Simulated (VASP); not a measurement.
Ca4Bi2O: single point with LDA

Crystal: Ca4Bi2O.

```
Ca Bi O
1.0
     0.00000   -4.75323    0.00000
     4.75323    0.00000    0.00000
    -2.37662    2.37662    8.26896
Ca Bi O
4 2 1
Direct
  0.33728 0.33728 0.67456
  0.50000 0.00000 0.00000
  0.66272 0.66272 0.32544
  0.00000 0.50000 0.00000
  0.14076 0.14076 0.28152
  0.85924 0.85924 0.71848
  0.50000 0.50000 0.00000
```

- Program: VASP 6.6.1
- Task: single point
- Functional: LDA
- Potentials or basis: VASP PAW LDA potentials, release 64 (Ca_sv, Bi_d, O)
- Cutoff: 520 eV
- k mesh: 6 × 6 × 6
- Occupations: gaussian, width 0.05 eV
- Spin: no spin polarisation
- Dipole correction: no
- Further INCAR settings: ALGO = Normal; EDIFF = 1e-06; NBANDS = 47

```yaml
Pressure: -3.5 GPa
Largest_force: 0.099 eV/Å
Band_gap_on_the_k_mesh: 0.76 eV (least direct gap 1.06 eV)
```

Forces on the atoms (eV/Å):
```
Ca   0.000  0.000  0.099
Ca   0.000  0.000  0.000
Ca   0.000  0.000 -0.099
Ca   0.000  0.000  0.000
Bi   0.000  0.000 -0.094
Bi   0.000  0.000  0.094
O    0.000  0.000  0.000
```

Stress tensor (GPa, compression positive):
```
-3.63  0.00  0.00
 0.00 -3.63  0.00
 0.00  0.00 -3.35
```

Levels at points of the mesh, in eV from the valence-band top:
```
           k point  band 34  band 35  band 36  band 37  band 38  band 39  band 40  band 41  band 42  band 43
(0.00, 0.00, 0.00)    -0.88    -0.88    -0.04     0.00     0.00     1.19     1.27     1.28     1.49     1.50
(0.50, 0.00, 0.00)    -2.45    -1.69    -1.10    -0.93    -0.82     1.78     1.97     2.34     2.68     3.03
(0.50, 0.50, 0.00)    -2.06    -1.88    -1.51    -1.51    -1.10     1.22     1.56     2.19     2.23     2.60
(0.00, 0.00, 0.50)    -1.74    -0.73    -0.73    -0.35    -0.35     0.76     1.02     1.52     1.97     2.28
```

Run time: 8 min on 1 thread of Oxide Virtual Turin-like Processor, on a shared host, peak memory 0.34 GiB.

Caveat: the cell stands under tension; spin-orbit coupling is left out, which moves the levels of the heavy elements. A k mesh can miss the band edges.
